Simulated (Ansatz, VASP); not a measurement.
Sn: VASP beside Ansatz

INCAR

```
SYSTEM = Sn
ALGO     = Normal         ! electronic algorithm
EDIFF    = 1E-6           ! SCF threshold, eV
ENCUT    = 520            ! plane-wave cutoff, eV
GGA      = PE             ! functional
ISIF     = 2              ! what is computed and relaxed
ISMEAR   = -1             ! smearing method
LASPH    = .TRUE.         ! aspherical terms in the spheres
LCHARG   = .FALSE.        ! write CHGCAR
LREAL    = .FALSE.        ! projectors in reciprocal space
LWAVE    = .FALSE.        ! write WAVECAR
NBANDS   = 21             ! bands
NELM     = 80             ! most SCF steps
PREC     = Accurate       ! precision mode
SIGMA    = 0.1            ! smearing width, eV
```

File KPOINTS:

```
k-points
0
G
  14 14 14
  0 0 0
```

POSCAR

```
Sn
1.0
    0.0000000000      3.4154033729      3.4154033729
    3.4154033729      0.0000000000      3.4154033729
    3.4154033729      3.4154033729      0.0000000000
Sn
2
Direct
    0.5000000000      0.5000000000      0.5000000000
    0.7500000000      0.7500000000      0.7500000000
```

Input for Ansatz:

```yaml
crystal:
  lattice:
    - [0.0, 3.4154033729, 3.4154033729]
    - [3.4154033729, 0.0, 3.4154033729]
    - [3.4154033729, 3.4154033729, 0.0]
  atoms:
    - { symbol: Sn, position: [0.5, 0.5, 0.5] }
    - { symbol: Sn, position: [0.75, 0.75, 0.75] }
hamiltonian:
  xc: pbe
  pseudopotentials:
    kind: paw
    azcp:
      Sn: "pseudopotentials/Sn.paw.azcp"
basis:
  ecutwfc: 420
  fft_grid_basis: typed
kpoints:
  mp_grid: { grid: [14, 14, 14], shift: [0, 0, 0] }
magnetization:
  spin_polarized: false
scf:
  occupations: { method: fermi_dirac, width: 0.1 }
output:
  stress: true
```

Alike in both runs: task single point; functional PBE; k mesh 14 × 14 × 14; occupations fermi-dirac, width 0.1 eV; no spin polarisation.

|  | VASP | Ansatz |
| --- | --- | --- |
| version | VASP 6.6.1 | Ansatz 0.2.0 |
| potentials or method | VASP PAW PBE potentials, release 64 (Sn_d), cutoff 520 eV | plane waves (420 eV) with PAW, scalar-relativistic |
| valence electrons in the cell | 28 | 28 |

|  | VASP | Ansatz | Ansatz less VASP |
| --- | --- | --- | --- |
| pressure (GPa) | -2.3 | -2.3 | +0.04 |
